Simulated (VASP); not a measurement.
Input of a VASP 6.6.1 run:

The input INCAR:

```
  PREC = Accurate
  ENCUT = 500
  EDIFF = 1E-6
  ISMEAR = 0
  SIGMA = 0.02
  LREAL = F
  LASPH = T
  NELM = 120
  ALGO = Normal
  ISIF = 2
  LWAVE = F
  LCHARG = F
  GGA = PE
  NBANDS = 11
  GGA_COMPAT = F
```

File KPOINTS:

```
regular mesh
0
Gamma
  8 8 8
```

The input POSCAR:

```
AlP
1.0
    0.0000000000      2.7536744973      2.7536744973
    2.7536744973      0.0000000000      2.7536744973
    2.7536744973      2.7536744973      0.0000000000
Al P
1 1
Direct
    0.0000000000      0.0000000000      0.0000000000
    0.2500000000      0.2500000000      0.2500000000
```

Potentials or basis: VASP PAW PBE potentials, release 64 (Al, P).

Launch:

```bash
$ cat potpaw_PBE.64/Al/POTCAR potpaw_PBE.64/P/POTCAR > POTCAR
$ mpirun -np 1 vasp_std > vasp.out
```

(1) Predict the band gap on the k mesh.

(2) Predict the pressure.

Results:

(1) 1.63 eV (least direct gap 3.09 eV).

(2) -0.1 GPa.
